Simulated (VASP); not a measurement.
# TaO in VASP: notebook

Runs on TaO. Level: PBE. Tasks: single point.

Program: VASP 6.6.1. These are calculated values, not measurements. Logs are shortened: lines on timing, memory, paths and dates and some standing lists are left out, and cuts for length are marked.

## 1. The cell of the first run

Symmetry: Pnna, No. 52, orthorhombic system. Conventional cell: a = 4.973 Å, b = 4.593 Å, c = 4.564 Å, α = 90.00°, β = 90.00°, γ = 90.00°. Ta (site symmetry 2) has 4 O at 2.09 Å within 2.8 Å. O (site symmetry 2) has 4 Ta at 2.09 Å and 2 O at 2.57 Å within 2.8 Å.

## 2. Single point, PBE

Input file INCAR:

```
SYSTEM = TaO
ALGO = Normal
EDIFF = 1E-7
ENCUT = 520
GGA = PE
ISIF = 2
ISMEAR = 0
LASPH = .True.
LCHARG = .False.
LREAL = .False.
LWAVE = .False.
NBANDS = 44
NELM = 100
PREC = Accurate
SIGMA = 0.1
```

Input file KPOINTS:

```
k-points
0
Gamma
  8 8 8
  0 0 0
```

Input file POSCAR:

```
TaO
1.0
    4.9733992194      0.0000000000      0.0000000000
    0.0000000000      4.5934618076      0.0000000000
    0.0000000000      0.0000000000      4.5640918800
Ta O
4 4
Direct
    0.4416747336      0.7500000000      0.2500000000
    0.9416747336      0.7500000000      0.7500000000
    0.5583252664      0.2500000000      0.7500000000
    0.0583252664      0.2500000000      0.2500000000
    0.2500000000      0.0000000000      0.9304379900
    0.7500000000      0.0000000000      0.0695620100
    0.7500000000      0.5000000000      0.4304379900
    0.2500000000      0.5000000000      0.5695620100
```

Potentials or basis: VASP PAW PBE potentials, release 64 (Ta_pv, O).

Run with:

```sh
cat potpaw_PBE.64/Ta_pv/POTCAR potpaw_PBE.64/O/POTCAR > POTCAR
mpirun -np 1 vasp_std > vasp.out
```

OUTCAR:

```text
SYSTEM = TaO
   EDIFF = 1E-7
   ENCUT = 520
   GGA = PE
   ISIF = 2
   ISMEAR = 0
   LASPH = .True.
   LREAL = .False.
   NELM = 100
   PREC = Accurate

 ion  position               nearest neighbor table
   1  0.442  0.750  0.250-   6 2.09   7 2.09   5 2.09   8 2.09   4 2.98   4 2.98   3 3.29   3 3.29
                             3 3.29   3 3.29   2 3.38   2 3.38   2 3.38   2 3.38
   2  0.942  0.750  0.750-   5 2.09   8 2.09   7 2.09   6 2.09   3 2.98   3 2.98   4 3.29   4 3.29
                             4 3.29   4 3.29   1 3.38   1 3.38   1 3.38   1 3.38
   3  0.558  0.250  0.750-   5 2.09   8 2.09   7 2.09   6 2.09   2 2.98   2 2.98   1 3.29   1 3.29
                             1 3.29   1 3.29   4 3.38   4 3.38   4 3.38   4 3.38
   4  0.058  0.250  0.250-   6 2.09   7 2.09   5 2.09   8 2.09   1 2.98   1 2.98   2 3.29   2 3.29
                             2 3.29   2 3.29   3 3.38   3 3.38   3 3.38   3 3.38
   5  0.250  0.000  0.930-   2 2.09   3 2.09   1 2.09   4 2.09
   6  0.750  0.000  0.070-   1 2.09   4 2.09   3 2.09   2 2.09
   7  0.750  0.500  0.430-   1 2.09   4 2.09   3 2.09   2 2.09
   8  0.250  0.500  0.570-   2 2.09   3 2.09   1 2.09   4 2.09

  LATTYP: Found a simple orthorhombic cell.
 ALAT       =     4.5640918800
 B/A-ratio  =     1.0064349992
 C/A-ratio  =     1.0896799079

  Lattice vectors:

 A1 = (   0.0000000000,   0.0000000000,  -4.5640918800)
 A2 = (   0.0000000000,   4.5934618076,   0.0000000000)
 A3 = (   4.9733992194,   0.0000000000,   0.0000000000)

Analysis of symmetry for initial positions (statically):
=====================================================================
 Subroutine PRICEL returns:
 Original cell was already a primitive cell.

 Routine SETGRP: Setting up the symmetry group for a
 simple orthorhombic supercell.

 Subroutine GETGRP returns: Found  8 space group operations
 (whereof  2 operations were pure point group operations)
 out of a pool of  8 trial point group operations.

The static configuration has the point symmetry S_2 .
 The point group associated with its full space group is D_2h.

Analysis of symmetry for dynamics (positions and initial velocities):
=====================================================================
 Subroutine PRICEL returns:
 Original cell was already a primitive cell.

 Routine SETGRP: Setting up the symmetry group for a
 simple orthorhombic supercell.

 Subroutine GETGRP returns: Found  8 space group operations
 (whereof  2 operations were pure point group operations)
 out of a pool of  8 trial point group operations.

The dynamic configuration has the point symmetry S_2 .
 The point group associated with its full space group is D_2h.

 Subroutine INISYM returns: Found  8 space group operations
 (whereof  2 operations are pure point group operations),
 and found     1 'primitive' translations

----------------------------------------------------------------------------------------

                                     Primitive cell

  volume of cell :     104.2672

  direct lattice vectors                    reciprocal lattice vectors
     4.973399219  0.000000000  0.000000000     0.201069722  0.000000000  0.000000000
     0.000000000  4.593461808  0.000000000     0.000000000  0.217700732  0.000000000
     0.000000000  0.000000000  4.564091880     0.000000000  0.000000000  0.219101636

  length of vectors
     4.973399219  4.593461808  4.564091880     0.201069722  0.217700732  0.219101636

  position of ions in fractional coordinates (direct lattice)
     0.441674734  0.750000000  0.250000000
     0.941674734  0.750000000  0.750000000
     0.558325266  0.250000000  0.750000000
     0.058325266  0.250000000  0.250000000
     0.250000000  0.000000000  0.930437990
     0.750000000  0.000000000  0.069562010
     0.750000000  0.500000000  0.430437990
     0.250000000  0.500000000  0.569562010

  ion indices of the primitive-cell ions
   primitive index   ion index
                 1           1
                 2           2
                 3           3
                 4           4
                 5           5
                 6           6
                 7           7
                 8           8

----------------------------------------------------------------------------------------

 KPOINTS: k-points

Automatic generation of k-mesh.
 Grid dimensions read from file:
 generate k-points for:    8    8    8

 Generating k-lattice:

  Cartesian coordinates                     Fractional coordinates (reciprocal lattice)
     0.025133715  0.000000000  0.000000000     0.125000000  0.000000000  0.000000000
     0.000000000  0.027212592  0.000000000     0.000000000  0.125000000  0.000000000
     0.000000000  0.000000000  0.027387705     0.000000000  0.000000000  0.125000000

  Length of vectors
     0.025133715  0.027212592  0.027387705

  Shift w.r.t. Gamma in fractional coordinates (k-lattice)
     0.000000000  0.000000000  0.000000000

 Subroutine IBZKPT returns following result:
 ===========================================

 Found    125 irreducible k-points:

 Following reciprocal coordinates:
            Coordinates               Weight
  0.000000  0.000000  0.000000      1.000000
  0.125000  0.000000  0.000000      2.000000
  0.250000  0.000000  0.000000      2.000000
  0.375000  0.000000  0.000000      2.000000
  0.500000  0.000000  0.000000      1.000000
  0.000000  0.125000  0.000000      2.000000
[... 16 lines left out ...]
  0.250000  0.500000  0.000000      2.000000
  0.375000  0.500000  0.000000      2.000000
 [... further k-points ...]
   k-points           NKPTS =    125   k-points in BZ     NKDIM =    125   number of bands    NBANDS=     44
   number of dos      NEDOS =    301   number of ions     NIONS =      8
   total plane-waves  NPLWV =  51840
   dimension x,y,z NGX =    40 NGY =   36 NGZ =   36
   dimension x,y,z NGXF=    80 NGYF=   72 NGZF=   72
   ions per type =               4   4
   NGX,Y,Z   is equivalent  to a cutoff of  13.37, 13.03, 13.11 a.u.
   NGXF,Y,Z  is equivalent  to a cutoff of  26.74, 26.06, 26.23 a.u.
 SYSTEM =  TaO
   PREC   = accura    normal or accurate (medium, high low for compatibility)
   ISTART =      0    job   : 0-new  1-cont  2-samecut
   ICHARG =      2    charge: 1-file 2-atom 10-const
   ISPIN  =      1    spin polarized calculation?
   LNONCOLLINEAR =      F non collinear calculations
   LSORBIT =      F    spin-orbit coupling
   LASPH  =      T    aspherical Exc in radial PAW
   ENCUT  =  520.0 eV  38.22 Ry    6.18 a.u.   9.25  8.54  8.49*2*pi/ulx,y,z
   NELM   =    100;   NELMIN=  2; NELMDL= -5     # of ELM steps
   EDIFF  = 0.1E-06   stopping-criterion for ELM
   LREAL  =      F    real-space projection
   EDIFFG = 0.1E-05   stopping-criterion for IOM
   NSW    =      0    number of steps for IOM
   IBRION =     -1    ionic relax: 0-MD 1-quasi-New 2-CG
   NFREE  =      0    steps in history (QN), initial steepest desc. (CG)
   ISIF   =      2    stress and relaxation
   ISYM   =      2    0-nonsym 1-usesym 2-fastsym
   POTIM  = 0.5000    time-step for ionic-motion
   TEBEG  =    0.0;   TEEND  =   0.0 temperature during run
   PSTRESS=    0.0 pullay stress
   NELECT =      68.0000    total number of electrons
   NUPDOWN=      -1.0000    fix difference up-down
   EMIN   =  10.00;   EMAX   =-10.00  energy-range for DOS
   EFERMI =   0.00;   METHOD = LEGACY
   ISMEAR =     0;   SIGMA  =   0.10  broadening in eV -4-tet -1-fermi 0-gaus
   EFERMI_NEDOS =   21; number of points for ismear=-14 and -15
   IALGO  =     38    algorithm
   IMIX   =      4    mixing-type and parameters
     AMIX     =   0.40;   BMIX     =  1.00
     AMIX_MAG =   1.60;   BMIX_MAG =  1.00
  volume/ion in A,a.u.               =      13.03        87.95
  Fermi-wavevector in a.u.,A,eV,Ry     =   1.419695  2.682835 27.423022  2.015535
  Thomas-Fermi vector in A             =   2.540689
   LORBIT       =      0    0 simple, 1 ext, 2 COOP (PROOUT), +10 PAW based schemes
   GGA     = PE    functional components
   LHFCALC =     F    Hartree Fock is set to
   AEXX    =    0.0000 exact exchange contribution
   IVDW    =     0    specifies the selected vdW correction
   LEPSILON=     F    determine dielectric tensor
   LRPA    =     F    only Hartree local field effects (RPA)
 non-spin polarized calculation
 Gauss-broadening in eV      SIGMA  =   0.10
  energy-cutoff  :      520.00
  volume of cell :      104.27
 maximum number of plane-waves:      2831
 NGX is ok and might be reduce to    40
   NGX = 19   NGY = 17   NGZ = 17

 number of electron      68.0000020 magnetization

 Free energy of the ion-electron system (eV)
  ---------------------------------------------------
  ext. energy  EPLUGINS =         0.00000000
  ---------------------------------------------------
  free energy    TOTEN  =       -80.98194102 eV

  energy without entropy =      -80.96553275  energy(sigma->0) =      -80.97373688

 E-fermi :   6.3476     XC(G=0): -12.1446

 val. band max:        6.3410875493   @ k =   0.3750   0.1250   0.5000
 cond. band min:       6.3516547114   @ k =   0.3750   0.3750   0.5000
 fundamental gap:      0.0105671622
 Fermi energy:         6.3476222775

 k-point     1 :       0.0000    0.0000    0.0000
  band No.  band energies     occupation
      1     -29.8434      2.00000
      2     -29.4961      2.00000
      3     -29.3607      2.00000
      4     -29.3229      2.00000
      5     -29.2412      2.00000
      6     -29.1799      2.00000
[... 36 lines left out ...]
     43       9.6860      0.00000
     44       9.8701      0.00000

 k-point     2 :       0.1250    0.0000    0.0000
  band No.  band energies     occupation
      1     -29.8286      2.00000
      2     -29.4800      2.00000
      3     -29.4024      2.00000
      4     -29.2963      2.00000
      5     -29.2405      2.00000
      6     -29.1828      2.00000
[... 36 lines left out ...]
     43       9.9921      0.00000
     44      10.0460      0.00000

 k-point     3 :       0.2500    0.0000    0.0000
  band No.  band energies     occupation
      1     -29.7861      2.00000
      2     -29.4725      2.00000
      3     -29.4339      2.00000
      4     -29.2691      2.00000
      5     -29.2391      2.00000
      6     -29.1943      2.00000
[... 976 lines left out ...]
     43       9.6668      0.00000
     44       9.6668      0.00000

 k-point    24 :       0.3750    0.5000    0.0000
  band No.  band energies     occupation
      1     -29.5314      2.00000
      2     -29.5314      2.00000
      3     -29.5042      2.00000
      4     -29.5042      2.00000
      5     -29.1762      2.00000
      6     -29.1762      2.00000
[... 36 lines left out ...]
     43       9.6170      0.00000
     44       9.6170      0.00000

 [... further k-points ...]
[... 5 lines left out ...]
  --------------------------------------------------------------------------------------
  -------------------------------------------------------------------------------------
  Total        0.3721583      0.2532910      0.3127910      0.0000000      0.0000000      0.0000000
  in kB        5.7186107      3.8920869      4.8063685      0.0000000      0.0000000      0.0000000
  external PRESSURE =       4.8056887 kB  Pullay stress =       0.0000000 kB

 VOLUME and BASIS-vectors are now :
 -----------------------------------------------------------------------------
  energy-cutoff  :      520.00
  volume of cell :      104.27
      direct lattice vectors                 reciprocal lattice vectors
     4.973399219  0.000000000  0.000000000     0.201069722  0.000000000  0.000000000
     0.000000000  4.593461808  0.000000000     0.000000000  0.217700732  0.000000000
     0.000000000  0.000000000  4.564091880     0.000000000  0.000000000  0.219101636

 POSITION                                       TOTAL-FORCE (eV/Angst)
 -----------------------------------------------------------------------------------
      2.19662      3.44510      1.14102        -0.018364     -0.000000      0.000000
      4.68332      3.44510      3.42307        -0.018364      0.000000      0.000000
      2.77677      1.14837      3.42307         0.018364      0.000000      0.000000
      0.29007      1.14837      1.14102         0.018364     -0.000000      0.000000
      1.24335      0.00000      4.24660         0.000000     -0.000000     -0.011273
      3.73005      0.00000      0.31749         0.000000      0.000000      0.011273
      3.73005      2.29673      1.96456         0.000000      0.000000     -0.011273
      1.24335      2.29673      2.59953         0.000000      0.000000      0.011273
 -----------------------------------------------------------------------------------
    total drift:                               -0.000000     -0.000000      0.000000

  FREE ENERGIE OF THE ION-ELECTRON SYSTEM (eV)
  ---------------------------------------------------
  free  energy   TOTEN  =       -80.9819410171 eV

  energy  without entropy=      -80.9655327469  energy(sigma->0) =      -80.97373688
```

Run time: 10 min. Hardware: 1 thread of AMD EPYC 7R43 (Zen 3), shared host; peak memory 0.48 GiB.

What came out:

```yaml
Free_energy: -80.9819 eV
Pressure: 0.5 GPa
Largest_force: 0.018 eV/Å
Band_gap_on_the_k_mesh: zero (band 34 reaches 7.17 eV, above the bottom of band 35 at 5.81 eV)
```

Forces in eV/Å, atoms in the order of the input:
```
Ta  -0.018  0.000  0.000
Ta  -0.018  0.000  0.000
Ta   0.018  0.000  0.000
Ta   0.018  0.000  0.000
O    0.000  0.000 -0.011
O    0.000  0.000  0.011
O    0.000  0.000 -0.011
O    0.000  0.000  0.011
```

Stress tensor (GPa, compression positive):
```
0.57 0.00 0.00
0.00 0.39 0.00
0.00 0.00 0.48
```

Caveat: spin-orbit coupling is left out, which moves the levels of the heavy elements.

[end of part 1 of 2]
